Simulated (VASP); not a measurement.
# TiCo (Pm-3m) in VASP: settings compared

The runs below take TiCo through single point, with PBE, PBEsol.

Program: VASP 6.6.1. These are calculated values, not measurements. Logs are shortened: lines on timing, memory, paths and dates and some standing lists are left out, and cuts for length are marked.

## Step 1: The cell of the first run

It takes space group Pm-3m (No. 221, cubic). The conventional cell has a = 2.986 Å, b = 2.986 Å, c = 2.986 Å, α = 90.00°, β = 90.00°, γ = 90.00°. Co (site symmetry m-3m) has 8 Ti at 2.59 Å and 6 Co at 2.99 Å within 3.4 Å. Within 3.4 Å of Ti (site symmetry m-3m) lie 8 Co at 2.59 Å and 6 Ti at 2.99 Å.

## Step 2: Single point, PBE

The input, INCAR:

```
PREC     = Accurate       # precision mode
ENCUT    = 520            # plane-wave cutoff, eV
EDIFF    = 1E-7           # SCF threshold, eV
ISMEAR   = -1             # smearing method
SIGMA    = 0.05           # smearing width, eV
LREAL    = False          # projectors in reciprocal space
LASPH    = True           # aspherical terms in the spheres
NELM     = 60             # most SCF steps
ALGO     = Normal         # electronic algorithm
ISIF     = 2              # what is computed and relaxed
LWAVE    = False          # write WAVECAR
LCHARG   = False          # write CHGCAR
GGA      = PE             # functional
NBANDS   = 18             # bands
```

The input, KPOINTS:

```
Automatic mesh
0
Gamma
  9 9 9
```

The input, POSCAR:

```
TiCo
1.0
    2.9861109900      0.0000000000      0.0000000000
    0.0000000000      2.9861109900      0.0000000000
    0.0000000000      0.0000000000      2.9861109900
Co Ti
1 1
Direct
    0.5000000000      0.5000000000      0.5000000000
    0.0000000000      0.0000000000      0.0000000000
```

Potentials or basis: VASP PAW PBE potentials, release 64 (Co, Ti_sv).

The run is started by

```
$ cat potpaw_PBE.64/Co/POTCAR potpaw_PBE.64/Ti_sv/POTCAR > POTCAR
$ mpirun -np 1 vasp_std > vasp.out
```

OUTCAR:

```text
PREC = Accurate
   ENCUT = 520
   EDIFF = 1E-7
   ISMEAR = -1
   LREAL = False
   LASPH = True
   NELM = 60
   ISIF = 2
   GGA = PE

 ion  position               nearest neighbor table
   1  0.500  0.500  0.500-   2 2.59   2 2.59   2 2.59   2 2.59   2 2.59   2 2.59   2 2.59   2 2.59

   2  0.000  0.000  0.000-   1 2.59   1 2.59   1 2.59   1 2.59   1 2.59   1 2.59   1 2.59   1 2.59

  LATTYP: Found a simple cubic cell.
 ALAT       =     2.9861109900

  Lattice vectors:

 A1 = (   2.9861109900,   0.0000000000,   0.0000000000)
 A2 = (   0.0000000000,   2.9861109900,   0.0000000000)
 A3 = (   0.0000000000,   0.0000000000,   2.9861109900)

Analysis of symmetry for initial positions (statically):
=====================================================================
 Subroutine PRICEL returns:
 Original cell was already a primitive cell.

 Routine SETGRP: Setting up the symmetry group for a
 simple cubic supercell.

 Subroutine GETGRP returns: Found 48 space group operations
 (whereof 48 operations were pure point group operations)
 out of a pool of 48 trial point group operations.

The static configuration has the point symmetry O_h .

Analysis of symmetry for dynamics (positions and initial velocities):
=====================================================================
 Subroutine PRICEL returns:
 Original cell was already a primitive cell.

 Routine SETGRP: Setting up the symmetry group for a
 simple cubic supercell.

 Subroutine GETGRP returns: Found 48 space group operations
 (whereof 48 operations were pure point group operations)
 out of a pool of 48 trial point group operations.

The dynamic configuration has the point symmetry O_h .

 Subroutine INISYM returns: Found 48 space group operations
 (whereof 48 operations are pure point group operations),
 and found     1 'primitive' translations

----------------------------------------------------------------------------------------

                                     Primitive cell

  volume of cell :      26.6267

  direct lattice vectors                    reciprocal lattice vectors
     2.986110990  0.000000000  0.000000000     0.334883735  0.000000000  0.000000000
     0.000000000  2.986110990  0.000000000     0.000000000  0.334883735  0.000000000
     0.000000000  0.000000000  2.986110990     0.000000000  0.000000000  0.334883735

  length of vectors
     2.986110990  2.986110990  2.986110990     0.334883735  0.334883735  0.334883735

  position of ions in fractional coordinates (direct lattice)
     0.500000000  0.500000000  0.500000000
     0.000000000  0.000000000  0.000000000

  ion indices of the primitive-cell ions
   primitive index   ion index
                 1           1
                 2           2

----------------------------------------------------------------------------------------

 KPOINTS: Automatic mesh

Automatic generation of k-mesh.
 Grid dimensions read from file:
 generate k-points for:    9    9    9

 Generating k-lattice:

  Cartesian coordinates                     Fractional coordinates (reciprocal lattice)
     0.037209304  0.000000000  0.000000000     0.111111111  0.000000000  0.000000000
     0.000000000  0.037209304  0.000000000     0.000000000  0.111111111  0.000000000
     0.000000000  0.000000000  0.037209304     0.000000000  0.000000000  0.111111111

  Length of vectors
     0.037209304  0.037209304  0.037209304

  Shift w.r.t. Gamma in fractional coordinates (k-lattice)
     0.000000000  0.000000000  0.000000000

 Subroutine IBZKPT returns following result:
 ===========================================

 Found     35 irreducible k-points:

 Following reciprocal coordinates:
            Coordinates               Weight
  0.000000  0.000000  0.000000      1.000000
  0.111111  0.000000  0.000000      6.000000
  0.222222  0.000000  0.000000      6.000000
  0.333333  0.000000  0.000000      6.000000
  0.444444  0.000000  0.000000      6.000000
  0.111111  0.111111  0.000000     12.000000
[... 16 lines left out ...]
  0.333333  0.333333  0.111111     24.000000
  0.444444  0.333333  0.111111     48.000000
 [... further k-points ...]
   k-points           NKPTS =     35   k-points in BZ     NKDIM =     35   number of bands    NBANDS=     18
   number of dos      NEDOS =    301   number of ions     NIONS =      2
   total plane-waves  NPLWV =  13824
   dimension x,y,z NGX =    24 NGY =   24 NGZ =   24
   dimension x,y,z NGXF=    48 NGYF=   48 NGZF=   48
   ions per type =               1   1
   NGX,Y,Z   is equivalent  to a cutoff of  13.36, 13.36, 13.36 a.u.
   NGXF,Y,Z  is equivalent  to a cutoff of  26.72, 26.72, 26.72 a.u.
 SYSTEM =  unknown system
   PREC   = accura    normal or accurate (medium, high low for compatibility)
   ISTART =      0    job   : 0-new  1-cont  2-samecut
   ICHARG =      2    charge: 1-file 2-atom 10-const
   ISPIN  =      1    spin polarized calculation?
   LNONCOLLINEAR =      F non collinear calculations
   LSORBIT =      F    spin-orbit coupling
   LASPH  =      T    aspherical Exc in radial PAW
   ENCUT  =  520.0 eV  38.22 Ry    6.18 a.u.   5.55  5.55  5.55*2*pi/ulx,y,z
   NELM   =     60;   NELMIN=  2; NELMDL= -5     # of ELM steps
   EDIFF  = 0.1E-06   stopping-criterion for ELM
   LREAL  =      F    real-space projection
   EDIFFG = 0.1E-05   stopping-criterion for IOM
   NSW    =      0    number of steps for IOM
   IBRION =     -1    ionic relax: 0-MD 1-quasi-New 2-CG
   NFREE  =      0    steps in history (QN), initial steepest desc. (CG)
   ISIF   =      2    stress and relaxation
   ISYM   =      2    0-nonsym 1-usesym 2-fastsym
   POTIM  = 0.5000    time-step for ionic-motion
   TEBEG  =    0.0;   TEEND  =   0.0 temperature during run
   PSTRESS=    0.0 pullay stress
   NELECT =      21.0000    total number of electrons
   NUPDOWN=      -1.0000    fix difference up-down
   EMIN   =  10.00;   EMAX   =-10.00  energy-range for DOS
   EFERMI =   0.00;   METHOD = LEGACY
   ISMEAR =    -1;   SIGMA  =   0.05  broadening in eV -4-tet -1-fermi 0-gaus
   EFERMI_NEDOS =   21; number of points for ismear=-14 and -15
   IALGO  =     38    algorithm
   IMIX   =      4    mixing-type and parameters
     AMIX     =   0.40;   BMIX     =  1.00
     AMIX_MAG =   1.60;   BMIX_MAG =  1.00
  volume/ion in A,a.u.               =      13.31        89.84
  Fermi-wavevector in a.u.,A,eV,Ry     =   1.512546  2.858298 31.127355  2.287796
  Thomas-Fermi vector in A             =   2.622456
   LORBIT       =      0    0 simple, 1 ext, 2 COOP (PROOUT), +10 PAW based schemes
   GGA     = PE    functional components
   LHFCALC =     F    Hartree Fock is set to
   AEXX    =    0.0000 exact exchange contribution
   IVDW    =     0    specifies the selected vdW correction
   LEPSILON=     F    determine dielectric tensor
   LRPA    =     F    only Hartree local field effects (RPA)
 non-spin polarized calculation
  energy-cutoff  :      520.00
  volume of cell :       26.63
 maximum number of plane-waves:       739
 NGX is ok and might be reduce to    24
   NGX = 11   NGY = 11   NGZ = 11

 number of electron      20.9999983 magnetization

 Free energy of the ion-electron system (eV)
  ---------------------------------------------------
  ext. energy  EPLUGINS =         0.00000000
  ---------------------------------------------------
  free energy    TOTEN  =       -15.64058177 eV

  energy without entropy =      -15.61036314  energy(sigma->0) =      -15.62547246

 E-fermi :   9.8793     XC(G=0): -12.5721

 val. band max:        9.8584650238   @ k =   0.4444   0.3333   0.1111
 cond. band min:       9.8954022003   @ k =   0.4444   0.3333   0.0000
 fundamental gap:      0.0369371765
 Fermi energy:         9.8792556588

 k-point     1 :       0.0000    0.0000    0.0000
  band No.  band energies     occupation
      1     -47.3005      2.00000
      2     -23.3916      2.00000
      3     -23.3916      2.00000
      4     -23.3916      2.00000
      5       2.2451      2.00000
      6       6.1700      2.00000
[... 10 lines left out ...]
     17      18.8797      0.00000
     18      18.8797      0.00000

 k-point     2 :       0.1111    0.0000    0.0000
  band No.  band energies     occupation
      1     -47.2968      2.00000
      2     -23.4271      2.00000
      3     -23.3890      2.00000
      4     -23.3890      2.00000
      5       2.4889      2.00000
      6       6.2778      2.00000
[... 10 lines left out ...]
     17      19.4413      0.00000
     18      19.4413      0.00000

 k-point     3 :       0.2222    0.0000    0.0000
  band No.  band energies     occupation
      1     -47.2874      2.00000
      2     -23.5163      2.00000
      3     -23.3825      2.00000
      4     -23.3825      2.00000
      5       3.1886      2.00000
      6       6.5280      2.00000
[... 10 lines left out ...]
     17      20.8510      0.00000
     18      20.8510      0.00000

 k-point     4 :       0.3333    0.0000    0.0000
  band No.  band energies     occupation
      1     -47.2768      2.00000
      2     -23.6164      2.00000
      3     -23.3750      2.00000
      4     -23.3750      2.00000
      5       4.2441      2.00000
      6       6.6971      2.00000
[... 10 lines left out ...]
     17      22.7258      0.00000
     18      22.7258      0.00000

 k-point     5 :       0.4444    0.0000    0.0000
  band No.  band energies     occupation
      1     -47.2698      2.00000
      2     -23.6810      2.00000
      3     -23.3702      2.00000
      4     -23.3702      2.00000
      5       5.4384      2.00000
      6       6.4230      2.00000
[... 10 lines left out ...]
     17      24.2351      0.00000
     18      24.8370      0.00000

 k-point     6 :       0.1111    0.1111    0.0000
  band No.  band energies     occupation
      1     -47.2932      2.00000
      2     -23.4269      2.00000
      3     -23.4215      2.00000
      4     -23.3863      2.00000
      5       2.7262      2.00000
      6       6.3730      2.00000
[... 307 lines left out ...]
 k-point    21 :       0.3333    0.2222    0.1111
  band No.  band energies     occupation
      1     -47.2613      2.00000
      2     -23.5957      2.00000
      3     -23.4883      2.00000
      4     -23.3971      2.00000
      5       5.0558      2.00000
      6       6.8859      2.00000
[... 10 lines left out ...]
     17      19.1819      0.00000
     18      21.7337      0.00000

 k-point    22 :       0.4444    0.2222    0.1111
  band No.  band energies     occupation
      1     -47.2546      2.00000
      2     -23.6575      2.00000
      3     -23.4814      2.00000
      4     -23.3913      2.00000
      5       5.8591      2.00000
      6       6.6338      2.00000
[... 10 lines left out ...]
     17      20.3766      0.00000
     18      22.3567      0.00000

 k-point    23 :       0.3333    0.3333    0.1111
  band No.  band energies     occupation
      1     -47.2514      2.00000
      2     -23.5864      2.00000
      3     -23.5779      2.00000
      4     -23.3880      2.00000
      5       5.5667      2.00000
      6       6.6819      2.00000
[... 10 lines left out ...]
     17      18.3145      0.00000
     18      22.0037      0.00000

 k-point    24 :       0.4444    0.3333    0.1111
  band No.  band energies     occupation
      1     -47.2449      2.00000
      2     -23.6427      2.00000
      3     -23.5734      2.00000
      4     -23.3820      2.00000
      5       5.8793      2.00000
      6       6.4813      2.00000
[... 10 lines left out ...]
     17      18.8326      0.00000
     18      20.4179      0.00000

 [... further k-points ...]
[... 5 lines left out ...]
  --------------------------------------------------------------------------------------
  -------------------------------------------------------------------------------------
  Total       -0.4697302     -0.4697302     -0.4697302      0.0000000     -0.0000000     -0.0000000
  in kB      -28.2644970    -28.2644970    -28.2644970      0.0000000     -0.0000000     -0.0000000
  external PRESSURE =     -28.2644970 kB  Pullay stress =       0.0000000 kB

 VOLUME and BASIS-vectors are now :
 -----------------------------------------------------------------------------
  energy-cutoff  :      520.00
  volume of cell :       26.63
      direct lattice vectors                 reciprocal lattice vectors
     2.986110990  0.000000000  0.000000000     0.334883735  0.000000000  0.000000000
     0.000000000  2.986110990  0.000000000     0.000000000  0.334883735  0.000000000
     0.000000000  0.000000000  2.986110990     0.000000000  0.000000000  0.334883735

 POSITION                                       TOTAL-FORCE (eV/Angst)
 -----------------------------------------------------------------------------------
      1.49306      1.49306      1.49306         0.000000      0.000000      0.000000
      0.00000      0.00000      0.00000         0.000000      0.000000      0.000000
 -----------------------------------------------------------------------------------
    total drift:                                0.000000      0.000000     -0.000000

  FREE ENERGIE OF THE ION-ELECTRON SYSTEM (eV)
  ---------------------------------------------------
  free  energy   TOTEN  =       -15.6405817699 eV

  energy  without entropy=      -15.6103631402  energy(sigma->0) =      -15.62547246
```

Run time: 11 s. Hardware: 1 thread of AMD EPYC 9R45 (Zen 5), shared host; peak memory 0.12 GiB.

Results:

```
Free energy : -15.6406 eV
Pressure    : -2.8 GPa
```

Spin polarisation is off, so any magnetic state and its effect on volume and gap are missing.

## Step 3: Single point, PBEsol, collinear spin, ferromagnetic start

This run uses another cell than the first one, of 11.21 Å³/atom, 0.842 times its volume.

The input, INCAR:

```
SYSTEM = TiCo
  ALGO = Normal
  EDIFF = 1E-7
  ENCUT = 520
  GGA = PS
  ISIF = 2
  ISMEAR = -1
  ISPIN = 2
  LASPH = .True.
  LCHARG = .False.
  LMAXMIX = 4
  LORBIT = 11
  LREAL = .False.
  LWAVE = .False.
  MAGMOM = 2 1
  NBANDS = 22
  NELM = 150
  PREC = Accurate
  SIGMA = 0.05
```

The input, KPOINTS:

```
k-points
0
Gamma
  9 9 9
  0 0 0
```

The input, POSCAR:

```
TiCo
1.0
    2.8201074245      0.0000000000      0.0000000000
    0.0000000000      2.8201074245      0.0000000000
    0.0000000000      0.0000000000      2.8201074245
Co Ti
1 1
Direct
    0.5000000000      0.5000000000      0.5000000000
    0.0000000000      0.0000000000      0.0000000000
```

Potentials or basis: VASP PAW PBE potentials, release 64 (Co, Ti_sv).

The run is started by

```
$ cat potpaw_PBE.64/Co/POTCAR potpaw_PBE.64/Ti_sv/POTCAR > POTCAR
$ mpirun -np 1 vasp_std > vasp.out
```

Run time: 26 s. Hardware: 1 thread of AMD EPYC 9R45 (Zen 5), shared host; peak memory 0.13 GiB.

Results (log left out):

| Quantity | Value |
| --- | --- |
| Free energy | -16.6829 eV |
| Pressure | 29.1 GPa |
| Net moment | 0.44 μB per cell |
| Site moments | Co +0.42; Ti +0.02 μB |
| Valence electrons inside the program's atomic spheres | Co 8.62; Ti 10.58 |

Levels at points of the mesh, in eV from the Fermi level:
Spin up:
| k point | band 6 | band 7 | band 8 | band 9 | band 10 | band 11 | band 12 | band 13 | band 14 | band 15 |
| --- | --- | --- | --- | --- | --- | --- | --- | --- | --- | --- |
| (0.00, 0.00, 0.00) | -4.96 | -4.96 | -1.99 | -1.99 | -1.99 | 0.76 | 0.76 | 3.33 | 3.33 | 3.33 |
Spin down:
```tsv
k point	band 8	band 9	band 10	band 11	band 12	band 13
(0.00, 0.00, 0.00)	-1.73	-1.73	-1.73	1.03	1.03	3.41
```

Caveat: the PAW data sets were made with another functional, which shifts forces and pressure a little.

## Step 4: Single point, PBEsol, collinear spin, ferromagnetic start

This run uses another cell than the first one, of 11.61 Å³/atom, 0.872 times its volume.

The input, INCAR:

```
SYSTEM = TiCo
  ALGO = Normal
  EDIFF = 1E-7
  ENCUT = 520
  GGA = PS
  ISIF = 2
  ISMEAR = -1
  ISPIN = 2
  LASPH = .TRUE.
  LCHARG = .FALSE.
  LMAXMIX = 4
  LORBIT = 11
  LREAL = .FALSE.
  LWAVE = .FALSE.
  MAGMOM = 2 1
  NBANDS = 22
  NELM = 150
  PREC = Accurate
  SIGMA = 0.05
```

The input, KPOINTS:

```
k-points
0
G
  9 9 9
  0 0 0
```

The input, POSCAR:

```
TiCo
1.0
    2.8529406364      0.0000000000      0.0000000000
    0.0000000000      2.8529406364      0.0000000000
    0.0000000000      0.0000000000      2.8529406364
Co Ti
1 1
Direct
    0.5000000000      0.5000000000      0.5000000000
    0.0000000000      0.0000000000      0.0000000000
```

The run is started by

```
$ cat potpaw_PBE.64/Co/POTCAR potpaw_PBE.64/Ti_sv/POTCAR > POTCAR
$ mpirun -np 1 vasp_std > vasp.out
```

It took 25 s on 1 thread of AMD EPYC 9R45 (Zen 5), shared host; peak memory 0.13 GiB.

Results (log left out):

* Free energy: -16.8018 eV
* Pressure: 19.2 GPa
* Net moment: 0.47 μB per cell
* Site moments: Co +0.47; Ti +0.01 μB
* Valence electrons inside the program's atomic spheres: Co 8.55; Ti 10.51

Levels at points of the mesh, in eV from the Fermi level:
Spin up:
| k point | band 7 | band 8 | band 9 | band 10 | band 11 | band 12 | band 13 | band 14 |
| --- | --- | --- | --- | --- | --- | --- | --- | --- |
| (0.00, 0.00, 0.00) | -4.75 | -1.93 | -1.93 | -1.93 | 0.72 | 0.72 | 3.19 | 3.19 |
Spin down:
```
           k point  band 7  band 8  band 9  band 10  band 11  band 12  band 13  band 14
(0.00, 0.00, 0.00)   -4.45   -1.64   -1.64    -1.64     1.00     1.00     3.26     3.26
```

Caveat: the PAW data sets were made with another functional, which shifts forces and pressure a little.

## Step 5: The runs side by side

```tsv
level	spin	cell	gap on the mesh (eV)	pressure (GPa)	moment (μB)
PBE	off	a = 2.986 Å, 2 atoms	none	-2.8	-
PBEsol	collinear, ferromagnetic start	a = 2.820 Å, 2 atoms	none	29.1	0.44
PBEsol	collinear, ferromagnetic start	a = 2.853 Å, 2 atoms	none	19.2	0.47
```

Alike in all rows: task single point; potentials or basis VASP PAW PBE potentials, release 64 (Co, Ti_sv); k mesh 9 × 9 × 9; cutoff (eV) 520; smearing fermi-dirac 0.05 eV.

Caveats: the PAW data sets were made with another functional, which shifts forces and pressure a little (some runs).

Total energies depend on the potentials used, so only differences within one code and one set of settings carry meaning.
